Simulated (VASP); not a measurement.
Runs of VASP 6.6.1 on W3N4. The structure is that of space group Pm-3m (No. 221), or close to it. The cells are those of the table. 

```csv
task,level,potentials or basis,cell,k mesh,cutoff (eV),gap on the mesh (eV),pressure (GPa),relaxed volume (Å³/atom)
relaxation of cell and atoms,LDA,"VASP PAW LDA potentials, release 64 (W_sv, N)","relaxed from a = 4.122 Å, 7 atoms",10 × 10 × 10,600,none,0.0,(a)
single point,LDA,"VASP PAW LDA potentials, release 64 (W_sv, N)","a = 4.156 Å, 7 atoms",10 × 10 × 10,520,none,3.0,-
single point,PBE,"VASP PAW PBE potentials, release 64 (W_sv, N)","a = 4.215 Å, 7 atoms",10 × 10 × 10,520,none,1.3,-
single point,r2SCAN,"VASP PAW PBE potentials, release 64 (W_sv, N)","a = 4.194 Å, 7 atoms",10 × 10 × 10,520,none,2.4,-
relaxation of cell and atoms,r2SCAN,"VASP PAW PBE potentials, release 64 (W_sv, N)","relaxed from a = 4.122 Å, 7 atoms",10 × 10 × 10,600,none,-0.1,(b)
single point,PBEsol,"VASP PAW PBE potentials, release 64 (W_sv, N)","a = 4.179 Å, 7 atoms",10 × 10 × 10,520,none,1.6,-
single point,PBE,"VASP PAW PBE potentials, release 64 (W_sv, N)","a = 7.789 Å, 7 atoms",4 × 4 × 4,520,none,-5.7,-
```

Alike in all rows: no spin polarisation; smearing gaussian 0.1 eV.

**Question.** Fill in the values left out.

**Answer.** (a) 10.33; (b) 10.62.

Caveats: spin-orbit coupling is left out, which moves the levels of the heavy elements; the PAW data sets were made with another functional, which shifts forces and pressure a little (at least some runs); the highest band is partly filled, so the run has too few bands (at least some runs); the cell stands under tension (at least some runs).

A k mesh can miss the band edges, and the runs leave out spin-orbit coupling on W.

A gap of «none» marks levels without a gap at the run's occupations.
